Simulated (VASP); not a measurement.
CdS, 4 atoms in the cell. Symmetry: P6_3mc, No. 186, hexagonal system. Conventional cell: a = 4.149 Å, b = 4.149 Å, c = 6.771 Å, α = 90.00°, β = 90.00°, γ = 120.00°. Cd (site symmetry 3m) has 4 S at 2.52 to 2.61 Å within 3.3 Å. S (site symmetry 3m) has 4 Cd at 2.52 to 2.61 Å within 3.3 Å. 

* Program: VASP 6.6.1
* Task: single point
* Functional: PBEsol
* Potentials or basis: VASP PAW PBE potentials, release 64 (Cd, S)
* Cutoff: 520 eV
* k mesh: 7 × 7 × 4
* Occupations: fermi-dirac, width 0.01 eV
* Spin: no spin polarisation
* Dipole correction: no
* Further INCAR settings: ALGO = Normal; EDIFF = 1e-06; NBANDS = 26

Potentials or basis: VASP PAW PBE potentials, release 64 (Cd, S).

Launch:

```console
$ cat potpaw_PBE.64/Cd/POTCAR potpaw_PBE.64/S/POTCAR > POTCAR
$ mpirun -np 1 vasp_std > vasp.out
```

Hardware: 1 thread of Intel(R) Xeon(R) 6975P-C (Granite Rapids), on a shared host.

Estimate the wall time of this run.

It took 28 s on 1 thread of Intel(R) Xeon(R) 6975P-C (Granite Rapids), with other jobs on the host, peak memory 0.23 GiB. Counts: scf iterations 14, k points 24.
